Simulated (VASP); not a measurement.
Ir:

```
CELL_PARAMETERS angstrom
2.54481 0.00000 0.00000
-1.27241 2.20387 0.00000
0.00000 0.00000 4.12592
ATOMIC_POSITIONS crystal
Ir 0.66667 0.33333 0.75000
Ir 0.33333 0.66667 0.25000
```

Base run:

```yaml
Program: VASP 6.6.1
Functional: PBEsol
Potentials_or_basis: VASP PAW PBE potentials, release 64 (Ir)
Cutoff: 520 eV
k_mesh: 21 × 21 × 12
Occupations: gaussian, width 0.15 eV
Spin: collinear spin, ferromagnetic start
Starting_moments: "[0.2, 0.2] μB"
Fixed_moment: 0.4 μB
```

Its results: pressure 129.1 GPa; site moments Ir +0.19 μB.

Problem. The run is repeated on the same cell with these changes: fixed moment from 0.4 μB to 1.4 μB; moments at the start from [0.2, 0.2] to [0.7, 0.7]. What comes out?

Solution. Pressure 135.4 GPa; site moments Ir +0.68 μB.

Caveats: the PAW data sets were made with another functional, which shifts forces and pressure a little; the total moment is fixed, so each spin has its own Fermi level.
